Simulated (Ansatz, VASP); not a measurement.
# One calculation of MoS2, two programs

INCAR

```
ALGO     = Normal         # electronic algorithm
EDIFF    = 1E-6           # SCF threshold, eV
ENCUT    = 520            # plane-wave cutoff, eV
GGA      = PE             # functional
ISIF     = 2              # what is computed and relaxed
ISMEAR   = 1              # smearing method
IVDW     = 13             # dispersion correction
LASPH    = T              # aspherical terms in the spheres
LCHARG   = F              # write CHGCAR
LREAL    = F              # projectors in reciprocal space
LWAVE    = F              # write WAVECAR
NBANDS   = 35             # bands
NELM     = 80             # most SCF steps
PREC     = Accurate       # precision mode
SIGMA    = 0.15           # smearing width, eV
```

The input KPOINTS:

```
k-points
0
Gamma
  8 8 2
```

The input POSCAR:

```
MoS2
1.0
    3.1261704254      0.0000000000      0.0000000000
   -1.5630852127      2.7073434937      0.0000000000
    0.0000000000      0.0000000000     12.1574390416
Mo S
2 4
Direct
    0.3333333333      0.6666666667      0.2500000000
    0.6666666667      0.3333333333      0.7500000000
    0.3333333333      0.6666666667      0.6230000000
    0.6666666667      0.3333333333      0.1230000000
    0.3333333333      0.6666666667      0.8770000000
    0.6666666667      0.3333333333      0.3770000000
```

Input for Ansatz:

```yaml
crystal:
  lattice:
    - [3.126170425421304, 0.0, 0.0]
    - [-1.563085212710652, 2.7073434936860576, 0.0]
    - [0.0, 0.0, 12.157439041619487]
  atoms:
    - { symbol: Mo, position: [0.3333333333333333, 0.6666666666666666, 0.25] }
    - { symbol: Mo, position: [0.6666666666666666, 0.3333333333333333, 0.75] }
    - { symbol: S, position: [0.3333333333333333, 0.6666666666666666, 0.623] }
    - { symbol: S, position: [0.6666666666666666, 0.3333333333333333, 0.123] }
    - { symbol: S, position: [0.3333333333333333, 0.6666666666666666, 0.877] }
    - { symbol: S, position: [0.6666666666666666, 0.3333333333333333, 0.377] }
basis:
  ecutwfc: 500.0
kpoints:
  mp_grid:
    grid: [8, 8, 2]
hamiltonian:
  xc: pbe
  dispersion: d4
  pseudopotentials:
    kind: paw
scf:
  occupations:
    method: methfessel_paxton
    width: 0.15
output:
  stress: true
```

Alike in both runs: task single point; functional PBE; dispersion D4; k mesh 8 × 8 × 2; occupations methfessel-paxton of order 1, width 0.15 eV; no spin polarisation.

|  | VASP | Ansatz |
| --- | --- | --- |
| version | VASP 6.6.1 | Ansatz 0.2.0 |
| potentials or method | VASP PAW PBE potentials, release 64 (Mo_sv, S), cutoff 520 eV | plane waves, PAW |
| valence electrons in the cell | 52 | 52 |

```csv
,VASP,Ansatz,Ansatz less VASP
pressure (GPa),4.8,4.9,+0.16
"traceless stress, the component that is largest in VASP (GPa)",0.62,0.67,+0.054
```
